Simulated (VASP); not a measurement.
Write the native input for VASP 6.6.1 that does the following.

```yaml
Task: single point
Functional: PBE
Potentials_or_basis: VASP PAW PBE potentials, release 64 (Au)
Cutoff: 520 eV
k_mesh: 8 × 8 × 8
Occupations: gaussian, width 0.1 eV
Spin: no spin polarisation
Dipole_correction: no
Further_INCAR_settings: ALGO = Normal; EDIFF = 1e-06; NBANDS = 12
```

The structure of Au lies in POSCAR:

```
Au
1.0
    0.0000000000      1.9850550533      1.9850550533
    1.9850550533      0.0000000000      1.9850550533
    1.9850550533      1.9850550533      0.0000000000
Au
1
Direct
    0.0000000000      0.0000000000      0.0000000000
```

The input as run:

INCAR

```
PREC     = Accurate       # precision mode
ENCUT    = 520            # plane-wave cutoff, eV
EDIFF    = 1E-6           # SCF threshold, eV
ISMEAR   = 0              # smearing method
SIGMA    = 0.1            # smearing width, eV
LREAL    = False          # projectors in reciprocal space
LASPH    = True           # aspherical terms in the spheres
NELM     = 60             # most SCF steps
ALGO     = Normal         # electronic algorithm
ISIF     = 2              # what is computed and relaxed
LWAVE    = False          # write WAVECAR
LCHARG   = False          # write CHGCAR
GGA      = PE             # functional
NBANDS   = 12             # bands
```

KPOINTS

```
regular mesh
0
Gamma
  8 8 8
```

Potentials or basis: VASP PAW PBE potentials, release 64 (Au).

The run is started by

```console
$ cat potpaw_PBE.64/Au/POTCAR > POTCAR
$ mpirun -np 1 vasp_std > vasp.out
```

Results of the run:

```yaml
Pressure: 30.0 GPa
```

Run time: 3.1 s on 1 thread of Intel(R) Xeon(R) Platinum 8559C (Emerald Rapids), on a shared host, peak memory 0.13 GiB.
